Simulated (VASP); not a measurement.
Write the native input for VASP 6.6.1 that does the following.

| Quantity | Value |
| --- | --- |
| Task | single point |
| Functional | r2SCAN |
| Potentials or basis | VASP PAW PBE potentials, release 64 (Si) |
| Cutoff | 520 eV |
| k mesh | 28 × 28 × 28 |
| Occupations | gaussian, width 0.15 eV |
| Spin | no spin polarisation |
| Dipole correction | no |
| Further INCAR settings | ALGO = Normal; EDIFF = 1e-07; NBANDS = 11 |

Si:

```xyz
2
Lattice="-2.4341 2.4341 1.2869 2.4341 -2.4341 1.2869 2.4341 2.4341 -1.2869" Properties=species:S:1:pos:R:3 pbc="T T T"
Si    2.4341    0.0000    0.6434
Si    0.0000    0.0000    1.2869
```

This cell differs from its parent crystal: ratio of the length along z to the lengths across it x 0.96, volume and fractional coordinates fixed.

These files were run (other wordings do the same):

POSCAR

```
Si
1.0
   -2.4340982606      2.4340982606      1.2868689778
    2.4340982606     -2.4340982606      1.2868689778
    2.4340982606      2.4340982606     -1.2868689778
Si
2
Direct
    0.2500000000      0.7500000000      0.5000000000
    0.5000000000      0.5000000000      0.0000000000
```

INCAR.step1

```
SYSTEM = Si
PREC = Accurate ; ENCUT = 520
ISMEAR = 0 ; SIGMA = 0.15
LREAL = .False. ; LASPH = .True.
NELM = 100 ; NBANDS = 11
GGA = PE ; ALGO = Normal
EDIFF = 1E-4 ; LWAVE = .True.
LCHARG = .False.
```

INCAR.step2

```
SYSTEM = Si
PREC = Accurate ; ENCUT = 520
EDIFF = 1E-7 ; ISMEAR = 0
SIGMA = 0.15 ; LREAL = .False.
LASPH = .True. ; NELM = 100
ALGO = Normal ; ISIF = 2
LWAVE = .False. ; LCHARG = .True.
METAGGA = R2SCAN ; LMIXTAU = .True.
LELF = .True. ; LVHAR = .True.
NBANDS = 11 ; ISTART = 1
```

KPOINTS

```
regular mesh
0
Gamma
  28 28 28
  0 0 0
```

Potentials or basis: VASP PAW PBE potentials, release 64 (Si).

Run with:

```bash
$ cat potpaw_PBE.64/Si/POTCAR > POTCAR
$ cp INCAR.step1 INCAR
$ mpirun -np 1 vasp_std > vasp.out
$ cp INCAR.step2 INCAR
$ mpirun -np 1 vasp_std > vasp.out
```

It gave:

The pressure is -0.3 GPa and the band gap on the k mesh is zero (band 4 reaches 11.22 eV, above the bottom of band 5 at 4.70 eV).

Caveat: the PAW data sets were made with another functional, which shifts forces and pressure a little.

Wall time 58 min on 1 thread of AMD EPYC 7R43 64-Core Processor (Zen 3) (shared host), peak memory 0.47 GiB.
